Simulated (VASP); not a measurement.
Set up this calculation in VASP 6.6.1, as the native input.

- Task: single point
- Functional: PBE
- Dispersion: D3(BJ)
- Potentials or basis: VASP PAW PBE potentials, release 64 (Ti_sv)
- Cutoff: 520 eV
- k mesh: 12 × 12 × 1
- Occupations: gaussian, width 0.1 eV
- Spin: no spin polarisation
- Dipole correction: yes
- Further INCAR settings: ALGO = Normal; EDIFF = 1e-06; NBANDS = 38

The structure of Ti lies in POSCAR:

```
Ti
1.0
    2.8861771964      0.0000000000      0.0000000000
   -1.4430885982      2.4995027719      0.0000000000
    0.0000000000      0.0000000000     23.1479386362
Ti
5
Direct
    0.6666666667      0.3333333333      0.3024027370
    0.3333333333      0.6666666667      0.4012013685
    0.6666666667      0.3333333333      0.5014475104
    0.3333333333      0.6666666667      0.6027647643
    0.6666666667      0.3333333333      0.6961173456
```

These files were run (other wordings do the same):

INCAR

```
PREC = Accurate
ENCUT = 520
EDIFF = 1E-6
ISMEAR = 0
SIGMA = 0.1
LREAL = F
LASPH = T
NELM = 80
ALGO = Normal
ISIF = 2
LWAVE = F
LCHARG = T
LDIPOL = T
IDIPOL = 3
DIPOL = 0.5 0.5 0.501
GGA = PE
IVDW = 12
LELF = T
LVHAR = T
LVACPOTAV = T
NBANDS = 38
```

KPOINTS

```
Automatic mesh
0
Gamma
  12 12 1
```

Potentials or basis: VASP PAW PBE potentials, release 64 (Ti_sv).

Run with:

```bash
$ cat potpaw_PBE.64/Ti_sv/POTCAR > POTCAR
$ mpirun -np 1 vasp_std > vasp.out
```

It gave:

```yaml
Largest_force: 0.499 eV/Å
Band_gap_on_the_k_mesh: zero (bands 30 and 31 overlap by 1.04 eV)
Dispersion_energy_per_atom: -0.500 eV
```

Run time: 5 min on 1 thread of AMD EPYC 7R13 Processor (Zen 3), with other jobs on the host, peak memory 0.3 GiB.
